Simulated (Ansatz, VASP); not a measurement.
## Sn3Se in VASP and in Ansatz

The input INCAR:

```
PREC     = Accurate       # precision mode
ENCUT    = 600            # plane-wave cutoff, eV
EDIFF    = 1E-7           # SCF threshold, eV
ISMEAR   = -1             # smearing method
SIGMA    = 0.05           # smearing width, eV
LREAL    = False          # projectors in reciprocal space
LASPH    = True           # aspherical terms in the spheres
NELM     = 80             # most SCF steps
ALGO     = Normal         # electronic algorithm
ISIF     = 3              # what is computed and relaxed
LWAVE    = False          # write WAVECAR
LCHARG   = False          # write CHGCAR
GGA      = PS             # functional
IVDW     = 12             # dispersion correction
IBRION   = 2              # ionic algorithm
NSW      = 60             # ionic steps
EDIFFG   = -0.01          # ionic threshold
```

Contents of KPOINTS:

```
regular mesh
0
Gamma
  6 6 6
```

The input POSCAR:

```
Sn3Se
1.0
    4.7418790000      0.0000000000      0.0000000000
    0.0000000000      4.7418790000      0.0000000000
    0.0000000000      0.0000000000      4.7418790000
Sn Se
3 1
Direct
    0.5000000000      0.5000000000      0.0000000000
    0.5000000000      0.0000000000      0.5000000000
    0.0000000000      0.5000000000      0.5000000000
    0.0000000000      0.0000000000      0.0000000000
```

Contents of input.yaml:

```yaml
crystal:
  lattice:
    - [4.741879, 0.0, 0.0]
    - [0.0, 4.741879, 0.0]
    - [0.0, 0.0, 4.741879]
  atoms:
    - { symbol: Sn, position: [0.5, 0.5, 0.0] }
    - { symbol: Sn, position: [0.5, 0.0, 0.5] }
    - { symbol: Sn, position: [0.0, 0.5, 0.5] }
    - { symbol: Se, position: [0.0, 0.0, 0.0] }
hamiltonian:
  xc: pbesol
  pseudopotentials: { kind: paw }
  dispersion: d3bj
kpoints:
  mp_grid: { grid: [6, 6, 6] }
scf:
  occupations: { method: fermi_dirac, width: 0.05 }
output:
  forces: true
  stress: true
  eigenvalues: true
relax:
  f_tol: 0.01
  max_steps: 40
  cell: { stress_tol: 0.05 }
```

Alike in both runs: task relaxation of cell and atoms; functional PBEsol; dispersion D3(BJ); k mesh 6 × 6 × 6; occupations fermi-dirac, width 0.05 eV; no spin polarisation.

|  | VASP | Ansatz |
| --- | --- | --- |
| version | VASP 6.6.1 | Ansatz 0.2.0 |
| potentials or method | VASP PAW PBE potentials, release 64 (Sn_d, Se) | Ansatz PAW |
| plane-wave cutoff (eV) | 600 | 420 |
| valence electrons in the cell | 48 | 58 |

|  | VASP | Ansatz | Ansatz less VASP |
| --- | --- | --- | --- |
| gap on the k mesh at the Fermi level, each at its own relaxed structure (eV) | none | none | - |
| relaxed volume (Å³/atom) | 24.08 | 24.08 | -0.008 |
| relaxed cell length with the largest relative difference (Å) | 4.584 | 4.584 | -0.0005 |

VASP's potentials were made for PBE, not for PBEsol. A gap of «none» marks a metal or a gap that the smearing closes. VASP's potentials hold 48 valence electrons a cell and Ansatz's 58, so a difference there can come from the potentials and not from the codes.

Noted on Ansatz's run: the plane-wave basis is chosen anew once the cell has moved, so the energies of steps on either side of that aren't comparable.
